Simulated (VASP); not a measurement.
Set up this calculation in VASP 6.6.1, as the native input.

| Property | Result |
| --- | --- |
| Task | single point |
| Functional | PBEsol |
| Potentials or basis | VASP PAW PBE potentials, release 64 (Te) |
| Cutoff | 520 eV |
| k mesh | 15 × 15 × 15 |
| Occupations | gaussian, width 0.15 eV |
| Spin | no spin polarisation |
| Dipole correction | no |
| Further INCAR settings | ALGO = Normal; EDIFF = 1e-06; NBANDS = 9 |

The structure of Te lies in POSCAR:

```
Te
1.0
    2.2085062563      1.2750816816      1.6976051424
   -2.2085062563      1.2750816816      1.6976051424
    0.0000000000     -2.5501633632      1.6976051424
Te
1
Direct
    0.5000000000      0.5000000000      0.5000000000
```

These files were run (other wordings do the same):

INCAR

```
PREC     = Accurate       # precision mode
ENCUT    = 520            # plane-wave cutoff, eV
EDIFF    = 1E-6           # SCF threshold, eV
ISMEAR   = 0              # smearing method
SIGMA    = 0.15           # smearing width, eV
LREAL    = False          # projectors in reciprocal space
LASPH    = True           # aspherical terms in the spheres
NELM     = 80             # most SCF steps
ALGO     = Normal         # electronic algorithm
ISIF     = 2              # what is computed and relaxed
LWAVE    = False          # write WAVECAR
LCHARG   = False          # write CHGCAR
GGA      = PS             # functional
NBANDS   = 9              # bands
```

KPOINTS

```
regular mesh
0
Gamma
  15 15 15
```

Potentials or basis: VASP PAW PBE potentials, release 64 (Te).

Run with:

```console
$ cat potpaw_PBE.64/Te/POTCAR > POTCAR
$ mpirun -np 1 vasp_std > vasp.out
```

It gave:

The pressure is 5.9 GPa and the band gap on the k mesh is zero (bands 3 and 4 overlap by 5.92 eV).

Caveat: the cell stands under pressure; the PAW data sets were made with another functional, which shifts forces and pressure a little; spin-orbit coupling is left out, which moves the levels of the heavy elements.

It took 50 s on 1 thread of Intel Xeon 8259CL (shared host), peak memory 0.2 GiB.
